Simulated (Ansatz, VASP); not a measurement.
# One calculation of TiCo, two programs

```xyz
2
Lattice="3.0254 0.0000 0.0000 0.0000 3.0254 0.0000 0.0000 0.0000 3.0254" Properties=species:S:1:pos:R:3 pbc="T T T"
Co    1.5127    1.5127    1.5127
Ti    0.0000    0.0000    0.0000
```

Alike in both runs: task single point; functional LDA; k mesh 9 × 9 × 9; occupations fermi-dirac, width 0.05 eV; collinear spin.

|  | VASP | Ansatz |
| --- | --- | --- |
| version | VASP 6.6.1 | Ansatz 0.2.0 |
| potentials or method | VASP PAW LDA potentials, release 64 (Co, Ti_sv) | Ansatz PAW |
| plane-wave cutoff (eV) | 520 | 420 |
| valence electrons in the cell | 21 | 29 |

|  | VASP | Ansatz | Ansatz less VASP |
| --- | --- | --- | --- |
| gap on the k mesh at the Fermi level (eV) | none | none | - |
| pressure (GPa) | -19.9 | -19.8 | +0.08 |
| net moment per atom (μB) | 0.23 | 0.26 | +0.031 |
| size of the moment on the site where the two differ most (μB) | 0.51 | 0.59 | +0.090 |

LDA's correlation is that of Perdew and Zunger in VASP and of Perdew and Wang (1992) in Ansatz. Site moments also hang on the region over which each program counts them. A gap of «none» marks a metal or a gap that the smearing closes. VASP's potentials hold 21 valence electrons a cell and Ansatz's 29, so a difference there can come from the potentials and not from the codes.
